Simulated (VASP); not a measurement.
Wanted: the native input for a VASP 6.6.1 run.

| Item | Value |
| --- | --- |
| Task | single point |
| Functional | PBE |
| Potentials or basis | VASP PAW PBE potentials, release 64 (Sc_sv, S) |
| Cutoff | 520 eV |
| k mesh | 12 × 12 × 8 |
| Occupations | gaussian, width 0.1 eV |
| Spin | no spin polarisation |
| Dipole correction | no |
| Further INCAR settings | ALGO = Fast; EDIFF = 1e-06; NBANDS = 26 |

The structure of ScS4 lies in POSCAR:

```
ScS4
1.0
    4.8231186773      0.0000000000      0.0000000000
   -2.4115593387      4.1769433000      0.0000000000
    0.0000000000      0.0000000000      5.2853124136
Sc S
1 4
Direct
    0.0000000000      0.0000000000      0.5000000000
    0.3333333333      0.6666666667      0.6971849766
    0.6666666667      0.3333333333      0.6971849766
    0.6666666667      0.3333333333      0.3028150234
    0.3333333333      0.6666666667      0.3028150234
```

The cell was generated, and may not be a known phase.

These files were run (other wordings do the same):

INCAR

```
ALGO     = Fast           # electronic algorithm
EDIFF    = 1E-6           # SCF threshold, eV
ENCUT    = 520            # plane-wave cutoff, eV
GGA      = PE             # functional
ISIF     = 2              # what is computed and relaxed
ISMEAR   = 0              # smearing method
LASPH    = True           # aspherical terms in the spheres
LCHARG   = True           # write CHGCAR
LELF     = True           # ELF
LREAL    = False          # projectors in reciprocal space
LVHAR    = True         
LWAVE    = False          # write WAVECAR
NBANDS   = 26             # bands
NELM     = 100            # most SCF steps
PREC     = Accurate       # precision mode
SIGMA    = 0.1            # smearing width, eV
```

KPOINTS

```
k-points
0
Gamma
  12 12 8
```

Potentials or basis: VASP PAW PBE potentials, release 64 (Sc_sv, S).

Command:

```bash
$ cat potpaw_PBE.64/Sc_sv/POTCAR potpaw_PBE.64/S/POTCAR > POTCAR
$ mpirun -np 1 vasp_std > vasp.out
```

It gave:

```yaml
Pressure: -0.2 GPa
Largest_force: 0.141 eV/Å
Band_gap_on_the_k_mesh: zero (an odd number of electrons rules out a gap without spin polarisation)
```

Caveat: this functional lacks dispersion, which binds layers or chains, so the pressure and a relaxed spacing across them are unreliable; an odd number of electrons without spin polarisation forces a metal; a magnetic or distorted state may lie lower.

Run time: 13 min on 1 thread of Oxide Virtual Turin-like Processor, with other jobs on the host, peak memory 0.33 GiB.
